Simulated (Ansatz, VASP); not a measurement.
# CuO in VASP and in Ansatz

```
CELL_PARAMETERS angstrom
2.31020 -1.68817 0.00000
2.31020 1.68817 0.00000
-0.83854 0.00000 4.98951
ATOMIC_POSITIONS crystal
Cu 0.50000 0.00000 0.50000
Cu 0.00000 0.50000 0.00000
O 0.41840 0.58160 0.75000
O 0.58160 0.41840 0.25000
```

Alike in both runs: task single point; functional r2SCAN; k mesh 10 × 10 × 5; occupations fermi-dirac, width 0.05 eV; no spin polarisation.

```csv
,VASP,Ansatz
version,VASP 6.6.1,Ansatz 0.2.0
potentials or method,"VASP PAW PBE potentials, release 64 (Cu, O)",Ansatz PAW
plane-wave cutoff (eV),520,500
valence electrons in the cell,34,50
```

```tsv
	VASP	Ansatz	Ansatz less VASP
gap on the k mesh at the Fermi level (eV)	none	none	-
pressure (GPa)	8.0	6.8	-1.13
traceless stress, the component that is largest in VASP (GPa)	-1.76	-1.65	+0.108
rms of the force components (eV/Å)	0.041	0.060	+0.0194
```

VASP's potentials were made for PBE, not for r2SCAN. Atom by atom the forces differ by 0.019 eV/Å (rms over components). A gap of «none» marks a metal or a gap that the smearing closes. With one functional, cell and mesh, what is left measures potentials, basis and numerics. VASP's potentials hold 34 valence electrons a cell and Ansatz's 50, so a difference there can come from the potentials and not from the codes.
